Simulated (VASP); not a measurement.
The system is V2F3.

```
CELL_PARAMETERS angstrom
3.47114 0.00000 0.00000
-1.73557 3.00609 0.00000
0.00000 0.00000 5.40053
ATOMIC_POSITIONS crystal
V 0.33333 0.66667 0.24500
V 0.66667 0.33333 0.75500
F 0.00000 0.00000 0.00000
F 0.33333 0.66667 0.64500
F 0.66667 0.33333 0.35500
```

| Property | Result |
| --- | --- |
| Program | VASP 6.6.1 |
| Task | relaxation of cell and atoms |
| Functional | PBE |
| Potentials or basis | VASP PAW PBE potentials, release 64 (V_sv, F) |
| Cutoff | 600 eV |
| k mesh | 6 × 6 × 4 |
| Occupations | gaussian, width 0.1 eV |
| Spin | collinear spin, ferromagnetic start |
| Starting moments | [2.66, 2.66, 0.0, 0.0, 0.0] μB |

At the start: pressure 17.4 GPa; volume 11.27 Å³/atom.

Q: Where does the relaxation end?

A: Over 9 steps the energy falls by 181.5 meV/atom and the volume is 13.14 Å³/atom (+16.6 %); space group P-3m1 (No. 164, to 0.1 Å) before and after; moment 6.96 μB per cell.

The path:
| step | energy change (eV) | largest force (eV/Å) | pressure (GPa) | volume (Å³) |
| --- | --- | --- | --- | --- |
| 1 | 0.0000 | 2.1137 | 17.43 | 56.35 |
| 2 | -0.6517 | 0.2827 | -3.43 | 66.94 |
| 3 | -0.6571 | 0.3988 | -2.11 | 65.86 |
| 4 | -0.7480 | 0.2178 | -0.91 | 64.96 |
| 5 | -0.8407 | 0.1763 | 2.98 | 62.84 |
| 6 | -0.8940 | 0.1963 | 0.07 | 65.14 |
| 7 | -0.8985 | 0.2005 | -1.21 | 66.21 |
| 8 | -0.8987 | 0.2000 | -1.00 | 66.03 |
| 9 | -0.9076 | 0.0158 | 0.07 | 65.71 |

Final structure:
```cif
data_structure
_symmetry_space_group_name_H-M 'P 1'
_symmetry_Int_Tables_number 1
_cell_length_a 3.3982
_cell_length_b 3.3982
_cell_length_c 6.5707
_cell_angle_alpha 90.000
_cell_angle_beta 90.000
_cell_angle_gamma 120.000
_cell_volume 65.71
loop_
_atom_site_label
_atom_site_type_symbol
_atom_site_fract_x
_atom_site_fract_y
_atom_site_fract_z
_atom_site_occupancy
V1 V 0.33333 0.66667 0.21350 1
V2 V 0.66667 0.33333 0.78650 1
F1 F 0.00000 0.00000 0.00000 1
F2 F 0.33333 0.66667 0.65900 1
F3 F 0.66667 0.33333 0.34100 1
```

Caveat: the volume moved by over 15 % at a fixed basis, so the end points are rough.
